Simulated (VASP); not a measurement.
Wanted: the native input for a VASP 6.6.1 run.

```yaml
Task: single point
Functional: PBE-based screened hybrid
Potentials_or_basis: VASP PAW PBE potentials, release 64 (Cd, S)
Cutoff: 520 eV
k_mesh: 4 × 4 × 4
Occupations: gaussian, width 0.01 eV
Spin: no spin polarisation
Dipole_correction: no
Grid_for_exact_exchange_PRECFOCK: Normal
Share_of_exact_exchange: 0.2
Further_INCAR_settings: ALGO = Normal; EDIFF = 1e-06; NBANDS = 16
Screening_parameter: 0.5 1/Å
```

CdS:

```
Cd S
1.0
     0.00000    2.72678    2.72678
     2.72678    0.00000    2.72678
     2.72678    2.72678    0.00000
Cd S
1 1
Direct
  0.00000 0.00000 0.00000
  0.50000 0.50000 0.50000
```

The input as run:

POSCAR

```
CdS
1.0
    0.0000000000      2.7267765431      2.7267765431
    2.7267765431      0.0000000000      2.7267765431
    2.7267765431      2.7267765431      0.0000000000
Cd S
1 1
Direct
    0.0000000000      0.0000000000      0.0000000000
    0.5000000000      0.5000000000      0.5000000000
```

INCAR.step1

```
  ALGO = Normal
  EDIFF = 1E-5
  ENCUT = 520
  GGA = PE
  ISIF = 2
  ISMEAR = 0
  LASPH = True
  LCHARG = False
  LREAL = False
  LWAVE = True
  NBANDS = 16
  NELM = 60
  PREC = Accurate
  SIGMA = 0.01
```

INCAR.step2

```
  AEXX = 0.2
  ALGO = Normal
  EDIFF = 1E-6
  ENCUT = 520
  GGA = PE
  HFSCREEN = 0.5
  ISIF = 2
  ISMEAR = 0
  ISTART = 1
  LASPH = True
  LCHARG = False
  LHFCALC = True
  LREAL = False
  LWAVE = False
  NBANDS = 16
  NELM = 60
  PREC = Accurate
  PRECFOCK = Normal
  SIGMA = 0.01
```

KPOINTS

```
k-points
0
Gamma
  4 4 4
```

Potentials or basis: VASP PAW PBE potentials, release 64 (Cd, S).

Launch:

```bash
$ cat potpaw_PBE.64/Cd/POTCAR potpaw_PBE.64/S/POTCAR > POTCAR
$ cp INCAR.step1 INCAR
$ mpirun -np 1 vasp_std > vasp.out
$ cp INCAR.step2 INCAR
$ mpirun -np 1 vasp_std > vasp.out
```

It gave:

```yaml
Pressure: 1.7 GPa
Band_gap_on_the_k_mesh: 0.64 eV, indirect (least direct gap 2.13 eV)
```

Caveat: the k points lie up to 0.50 Å⁻¹ apart; the PAW data sets were made with another functional, which shifts forces and pressure a little.

It took 3.6 min on 1 thread of Intel(R) Xeon(R) Platinum 8559C (Emerald Rapids) (shared host), peak memory 0.27 GiB.
